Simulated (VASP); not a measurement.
# K (Im-3m) in VASP: single point with PBE

Aim: the single point of K with PBE.

Program: VASP 6.6.1. These are calculated values, not measurements. Logs are shortened: lines on timing, memory, paths and dates and some standing lists are left out, and cuts for length are marked.

**1. The cell of the first run**

It takes space group Im-3m (No. 229, cubic). The conventional cell has a = 5.284 Å, b = 5.284 Å, c = 5.284 Å, α = 90.00°, β = 90.00°, γ = 90.00°.

**2. Single point, PBE (73.77 Å³/atom)**

INCAR reads:

```
SYSTEM = K
  PREC = Accurate
  ENCUT = 520
  EDIFF = 1E-7
  ISMEAR = 0
  SIGMA = 0.05
  LREAL = .False.
  LASPH = .True.
  NELM = 100
  ALGO = Normal
  ISIF = 2
  LWAVE = .False.
  LCHARG = .False.
  GGA = PE
  NBANDS = 10
```

KPOINTS reads:

```
Automatic mesh
0
Gamma
  12 12 12
  0 0 0
```

POSCAR reads:

```
K
1.0
   -2.6420466740      2.6420466740      2.6420466740
    2.6420466740     -2.6420466740      2.6420466740
    2.6420466740      2.6420466740     -2.6420466740
K
1
Direct
    0.0000000000      0.0000000000      0.0000000000
```

Potentials or basis: VASP PAW PBE potentials, release 64 (K_sv).

Command:

```
cat potpaw_PBE.64/K_sv/POTCAR > POTCAR
mpirun -np 1 vasp_std > vasp.out
```

OUTCAR:

```text
SYSTEM = K
   PREC = Accurate
   ENCUT = 520
   EDIFF = 1E-7
   ISMEAR = 0
   LREAL = .False.
   LASPH = .True.
   NELM = 100
   ISIF = 2
   GGA = PE

 ion  position               nearest neighbor table
   1  0.000  0.000  0.000-

  LATTYP: Found a body centered cubic cell.
 ALAT       =     5.2840933480

  Lattice vectors:

 A1 = (  -2.6420466740,   2.6420466740,   2.6420466740)
 A2 = (   2.6420466740,  -2.6420466740,   2.6420466740)
 A3 = (   2.6420466740,   2.6420466740,  -2.6420466740)

Analysis of symmetry for initial positions (statically):
=====================================================================
 Subroutine PRICEL returns:
 Original cell was already a primitive cell.

 Routine SETGRP: Setting up the symmetry group for a
 body centered cubic supercell.

 Subroutine GETGRP returns: Found 48 space group operations
 (whereof 48 operations were pure point group operations)
 out of a pool of 48 trial point group operations.

The static configuration has the point symmetry O_h .

Analysis of symmetry for dynamics (positions and initial velocities):
=====================================================================
 Subroutine PRICEL returns:
 Original cell was already a primitive cell.

 Routine SETGRP: Setting up the symmetry group for a
 body centered cubic supercell.

 Subroutine GETGRP returns: Found 48 space group operations
 (whereof 48 operations were pure point group operations)
 out of a pool of 48 trial point group operations.

The dynamic configuration has the point symmetry O_h .

 Subroutine INISYM returns: Found 48 space group operations
 (whereof 48 operations are pure point group operations),
 and found     1 'primitive' translations

----------------------------------------------------------------------------------------

                                     Primitive cell

  volume of cell :      73.7703

  direct lattice vectors                    reciprocal lattice vectors
    -2.642046674  2.642046674  2.642046674     0.000000000  0.189247224  0.189247224
     2.642046674 -2.642046674  2.642046674     0.189247224  0.000000000  0.189247224
     2.642046674  2.642046674 -2.642046674     0.189247224  0.189247224  0.000000000

  length of vectors
     4.576159075  4.576159075  4.576159075     0.267635992  0.267635992  0.267635992

  position of ions in fractional coordinates (direct lattice)
     0.000000000  0.000000000  0.000000000

  ion indices of the primitive-cell ions
   primitive index   ion index
                 1           1

----------------------------------------------------------------------------------------

 KPOINTS: Automatic mesh

Automatic generation of k-mesh.
 Grid dimensions read from file:
 generate k-points for:   12   12   12

 Generating k-lattice:

  Cartesian coordinates                     Fractional coordinates (reciprocal lattice)
     0.000000000  0.015770602  0.015770602     0.083333333  0.000000000  0.000000000
     0.015770602  0.000000000  0.015770602     0.000000000  0.083333333  0.000000000
     0.015770602  0.015770602  0.000000000     0.000000000  0.000000000  0.083333333

  Length of vectors
     0.022302999  0.022302999  0.022302999

  Shift w.r.t. Gamma in fractional coordinates (k-lattice)
     0.000000000  0.000000000  0.000000000

 Subroutine IBZKPT returns following result:
 ===========================================

 Found     72 irreducible k-points:

 Following reciprocal coordinates:
            Coordinates               Weight
  0.000000  0.000000  0.000000      1.000000
  0.083333  0.000000  0.000000     12.000000
  0.166667  0.000000  0.000000     12.000000
  0.250000  0.000000  0.000000     12.000000
  0.333333  0.000000  0.000000     12.000000
  0.416667  0.000000  0.000000     12.000000
[... 16 lines left out ...]
  0.333333  0.083333  0.083333     24.000000
  0.416667  0.083333  0.083333     12.000000
 [... further k-points ...]
   k-points           NKPTS =     72   k-points in BZ     NKDIM =     72   number of bands    NBANDS=     10
   number of dos      NEDOS =    301   number of ions     NIONS =      1
   total plane-waves  NPLWV =  46656
   dimension x,y,z NGX =    36 NGY =   36 NGZ =   36
   dimension x,y,z NGXF=    72 NGYF=   72 NGZF=   72
   ions per type =               1
   NGX,Y,Z   is equivalent  to a cutoff of  13.08, 13.08, 13.08 a.u.
   NGXF,Y,Z  is equivalent  to a cutoff of  26.16, 26.16, 26.16 a.u.
 SYSTEM =  K
   PREC   = accura    normal or accurate (medium, high low for compatibility)
   ISTART =      0    job   : 0-new  1-cont  2-samecut
   ICHARG =      2    charge: 1-file 2-atom 10-const
   ISPIN  =      1    spin polarized calculation?
   LNONCOLLINEAR =      F non collinear calculations
   LSORBIT =      F    spin-orbit coupling
   LASPH  =      T    aspherical Exc in radial PAW
   ENCUT  =  520.0 eV  38.22 Ry    6.18 a.u.   8.51  8.51  8.51*2*pi/ulx,y,z
   NELM   =    100;   NELMIN=  2; NELMDL= -5     # of ELM steps
   EDIFF  = 0.1E-06   stopping-criterion for ELM
   LREAL  =      F    real-space projection
   EDIFFG = 0.1E-05   stopping-criterion for IOM
   NSW    =      0    number of steps for IOM
   IBRION =     -1    ionic relax: 0-MD 1-quasi-New 2-CG
   NFREE  =      0    steps in history (QN), initial steepest desc. (CG)
   ISIF   =      2    stress and relaxation
   ISYM   =      2    0-nonsym 1-usesym 2-fastsym
   POTIM  = 0.5000    time-step for ionic-motion
   TEBEG  =    0.0;   TEEND  =   0.0 temperature during run
   PSTRESS=    0.0 pullay stress
   NELECT =       9.0000    total number of electrons
   NUPDOWN=      -1.0000    fix difference up-down
   EMIN   =  10.00;   EMAX   =-10.00  energy-range for DOS
   EFERMI =   0.00;   METHOD = LEGACY
   ISMEAR =     0;   SIGMA  =   0.05  broadening in eV -4-tet -1-fermi 0-gaus
   EFERMI_NEDOS =   21; number of points for ismear=-14 and -15
   IALGO  =     38    algorithm
   IMIX   =      4    mixing-type and parameters
     AMIX     =   0.40;   BMIX     =  1.00
     AMIX_MAG =   1.60;   BMIX_MAG =  1.00
  volume/ion in A,a.u.               =      73.77       497.83
  Fermi-wavevector in a.u.,A,eV,Ry     =   0.811949  1.534360  8.969783  0.659260
  Thomas-Fermi vector in A             =   1.921402
   LORBIT       =      0    0 simple, 1 ext, 2 COOP (PROOUT), +10 PAW based schemes
   GGA     = PE    functional components
   LHFCALC =     F    Hartree Fock is set to
   AEXX    =    0.0000 exact exchange contribution
   IVDW    =     0    specifies the selected vdW correction
   LEPSILON=     F    determine dielectric tensor
   LRPA    =     F    only Hartree local field effects (RPA)
 non-spin polarized calculation
 Gauss-broadening in eV      SIGMA  =   0.05
  energy-cutoff  :      520.00
  volume of cell :       73.77
 maximum number of plane-waves:      2006
 NGX is ok and might be reduce to    36
   NGX = 17   NGY = 17   NGZ = 17

 number of electron       9.0000001 magnetization

 Free energy of the ion-electron system (eV)
  ---------------------------------------------------
  ext. energy  EPLUGINS =         0.00000000
  ---------------------------------------------------
  free energy    TOTEN  =        -1.04630857 eV

  energy without entropy =       -1.04468119  energy(sigma->0) =       -1.04549488

 E-fermi :  -0.1426     XC(G=0):  -5.6441

 val. band max:       -0.1591885130   @ k =   0.2500   0.2500   0.0000
 cond. band min:      -0.0933998404   @ k =   0.3333   0.1667  -0.0000
 fundamental gap:      0.0657886725
 Fermi energy:        -0.1425981063

 k-point     1 :       0.0000    0.0000    0.0000
  band No.  band energies     occupation
      1     -32.2603      2.00000
      2     -15.7101      2.00000
      3     -15.7101      2.00000
      4     -15.7101      2.00000
      5      -2.2785      2.00000
      6       4.1649      0.00000
      7       4.1649      0.00000
      8       4.1649      0.00000
      9       5.0722      0.00000
     10       5.0722      0.00000

 k-point     2 :       0.0833    0.0000    0.0000
  band No.  band energies     occupation
      1     -32.2600      2.00000
      2     -15.7146      2.00000
      3     -15.7116      2.00000
      4     -15.7101      2.00000
      5      -2.1923      2.00000
      6       4.0349      0.00000
      7       4.0515      0.00000
      8       4.2333      0.00000
      9       4.9148      0.00000
     10       5.0491      0.00000

 k-point     3 :       0.1667    0.0000    0.0000
  band No.  band energies     occupation
      1     -32.2593      2.00000
      2     -15.7270      2.00000
      3     -15.7157      2.00000
      4     -15.7101      2.00000
      5      -1.9376      2.00000
      6       3.5327      0.00000
      7       3.7867      0.00000
      8       4.4366      0.00000
      9       4.8277      0.00000
     10       5.0130      0.00000

 k-point     4 :       0.2500    0.0000    0.0000
  band No.  band energies     occupation
      1     -32.2583      2.00000
      2     -15.7437      2.00000
      3     -15.7214      2.00000
      4     -15.7100      2.00000
      5      -1.5255      2.00000
      6       2.8073      0.00000
      7       3.4934      0.00000
      8       4.7688      0.00000
      9       4.8922      0.00000
     10       5.0248      0.00000
[... 222 lines left out ...]
 k-point    22 :       0.2500    0.0833    0.0833
  band No.  band energies     occupation
      1     -32.2571      2.00000
      2     -15.7610      2.00000
      3     -15.7269      2.00000
      4     -15.7140      2.00000
      5      -0.8194      2.00000
      6       2.0764      0.00000
      7       2.8421      0.00000
      8       4.7619      0.00000
      9       5.2090      0.00000
     10       5.3322      0.00000

 k-point    23 :       0.3333    0.0833    0.0833
  band No.  band energies     occupation
      1     -32.2564      2.00000
      2     -15.7692      2.00000
      3     -15.7329      2.00000
      4     -15.7142      2.00000
      5      -0.1650      1.47296
      6       1.3332      0.00000
      7       2.6963      0.00000
      8       4.5651      0.00000
      9       5.4551      0.00000
     10       5.5026      0.00000

 k-point    24 :       0.4167    0.0833    0.0833
  band No.  band energies     occupation
      1     -32.2562      2.00000
      2     -15.7721      2.00000
      3     -15.7351      2.00000
      4     -15.7143      2.00000
      5       0.4943      0.00000
      6       0.6452      0.00000
      7       2.6472      0.00000
      8       4.4599      0.00000
      9       5.5825      0.00000
     10       5.6189      0.00000

 [... further k-points ...]

------------------------ aborting loop because EDIFF is reached ----------------------------------------

  FORCE on cell =-STRESS in cart. coord.  units (eV):
  Direction    XX          YY          ZZ          XY          YZ          ZX
  --------------------------------------------------------------------------------------
  -------------------------------------------------------------------------------------
  Total       -0.0053970     -0.0053970     -0.0053970      0.0000000      0.0000000     -0.0000000
  in kB       -0.1172145     -0.1172145     -0.1172145      0.0000000      0.0000000     -0.0000000
  external PRESSURE =      -0.1172145 kB  Pullay stress =       0.0000000 kB

 VOLUME and BASIS-vectors are now :
 -----------------------------------------------------------------------------
  energy-cutoff  :      520.00
  volume of cell :       73.77
      direct lattice vectors                 reciprocal lattice vectors
    -2.642046674  2.642046674  2.642046674     0.000000000  0.189247224  0.189247224
     2.642046674 -2.642046674  2.642046674     0.189247224  0.000000000  0.189247224
     2.642046674  2.642046674 -2.642046674     0.189247224  0.189247224  0.000000000

 POSITION                                       TOTAL-FORCE (eV/Angst)
 -----------------------------------------------------------------------------------
      0.00000      0.00000      0.00000         0.000000     -0.000000      0.000000
 -----------------------------------------------------------------------------------
    total drift:                               -0.000000      0.000000      0.000000

  FREE ENERGIE OF THE ION-ELECTRON SYSTEM (eV)
  ---------------------------------------------------
  free  energy   TOTEN  =        -1.0463085696 eV

  energy  without entropy=       -1.0446811885  energy(sigma->0) =       -1.04549488
```

Wall time 20 s (1 thread of Intel Xeon 6975P-C (Granite Rapids), shared host); peak memory 0.22 GiB.

What came out:

```yaml
Free_energy: -1.0463 eV
Pressure: 0.0 GPa
Band_gap_on_the_k_mesh: zero (an odd number of electrons rules out a gap without spin polarisation)
```

The gap in the log of VASP goes by the Fermi energy; the results here count the filled bands.